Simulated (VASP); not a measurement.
The system is Rh.

```
Rh
1.0
     2.69174    0.00000    0.00000
    -1.34587    2.33112    0.00000
     0.00000    0.00000    8.79807
Rh
4
Direct
  0.00000 0.00000 0.00000
  0.33333 0.66667 0.25000
  0.00000 0.00000 0.50000
  0.66667 0.33333 0.75000
```

* Program: VASP 6.6.1
* Task: relaxation of cell and atoms
* Functional: PBE
* Potentials or basis: VASP PAW PBE potentials, release 64 (Rh_pv)
* Cutoff: 600 eV
* k mesh: 18 × 18 × 6
* Occupations: gaussian, width 0.1 eV
* Spin: no spin polarisation

At the start: pressure 5.1 GPa; volume 13.80 Å³/atom.

**Question.** Where does the relaxation end?

**Answer.** Over 11 steps the energy falls by 4.1 meV/atom and the volume is 14.06 Å³/atom (+1.9 %); space group P6_3/mmc (No. 194, to 0.05 Å).

Step by step:
```
step  energy change (eV)  largest force (eV/Å)  pressure (GPa)  volume (Å³)
   1              0.0000                0.0000            5.10        55.21
   2              0.0667                0.0000          -10.06        58.79
   3             -0.0164                0.0000           -0.08        56.28
   4             -0.0164                0.0000           -0.02        56.25
   5             -0.0164                0.0000            0.09        56.23
   6             -0.0165                0.0000            0.11        56.23
   7             -0.0165                0.0000            0.11        56.23
   8             -0.0165                0.0000            0.11        56.23
   9             -0.0165                0.0000           -0.18        56.30
  10             -0.0165                0.0000           -0.05        56.26
  11             -0.0165                0.0000            0.04        56.25
```

Final structure:
```
Rh
1.0
     2.71040    0.00000    0.00000
    -1.35520    2.34728    0.00000
     0.00000    0.00000    8.84140
Rh
4
Cartesian
  0.0000 0.0000 0.0000
  0.0000 1.5649 2.2103
  0.0000 0.0000 4.4207
  1.3552 0.7824 6.6310
```
